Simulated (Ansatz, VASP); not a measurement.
# Two plane-wave programs on Al

File INCAR:

```
  ALGO = Fast
  EDIFF = 1E-6
  ENCUT = 520
  GGA = PE
  ISIF = 2
  ISMEAR = 0
  LASPH = T
  LCHARG = F
  LREAL = F
  LWAVE = F
  NBANDS = 18
  NELM = 100
  PREC = Accurate
  SIGMA = 0.1
```

The input KPOINTS:

```
k-points
0
Gamma
  6 4 18
```

POSCAR

```
Al
1.0
    5.9140254595     -0.0000524732      0.0531263090
   -2.4850905545      9.0559319096     -0.0044343011
   -1.3826523046      1.5131132146      1.9263152878
Al
6
Direct
    0.3333333333      0.6666666667      0.0000000000
    0.8333333333      0.6666666667      0.0000000000
    0.1666666667      0.3333333333      0.0000000000
    0.6666666667      0.3333333333      0.0000000000
    0.0000000000      0.0000000000      0.0000000000
    0.5000000000      0.0000000000      0.0000000000
```

Input for Ansatz:

```yaml
crystal:
  lattice:
    - [5.9140254595, -5.24732e-05, 0.053126309]
    - [-2.4850905545, 9.0559319096, -0.0044343011]
    - [-1.3826523046, 1.5131132146, 1.9263152878]
  atoms:
    - { symbol: Al, position: [0.3333333333, 0.6666666667, 0.0] }
    - { symbol: Al, position: [0.8333333333, 0.6666666667, 0.0] }
    - { symbol: Al, position: [0.1666666667, 0.3333333333, 0.0] }
    - { symbol: Al, position: [0.6666666667, 0.3333333333, 0.0] }
    - { symbol: Al, position: [0.0, 0.0, 0.0] }
    - { symbol: Al, position: [0.5, 0.0, 0.0] }
basis:
  ecutwfc: 420
kpoints:
  mp_grid: { grid: [6, 4, 18] }
hamiltonian:
  xc: pbe
scf:
  occupations: { method: gaussian, width: 0.1 }
output:
  forces: true
  stress: true
  eigenvalues: true
```

Change from the starting cell: band edges of the strained film's bulk.

Alike in both runs: task single point; functional PBE; k mesh 6 × 4 × 18; occupations gaussian, width 0.1 eV; no spin polarisation.

|  | VASP | Ansatz |
| --- | --- | --- |
| version | VASP 6.6.1 | Ansatz 0.2.0 |
| potentials or method | VASP PAW PBE potentials, release 64 (Al), cutoff 520 eV | scalar-relativistic, plane waves, PAW |
| valence electrons in the cell | 18 | 18 |

Ansatz gave:

| Quantity | Value |
| --- | --- |
| gap on the k mesh at the Fermi level (eV) | none |
| pressure (GPa) | -2.7 |
| traceless stress, the component that is largest in VASP (GPa) | 2.69 |

Question: Which values does VASP return?

Answer: gap on the k mesh at the Fermi level (eV): none; pressure (GPa): -2.7; traceless stress, the component that is largest in VASP (GPa): 2.68.

A gap of «none» marks a metal or a gap that the smearing closes.
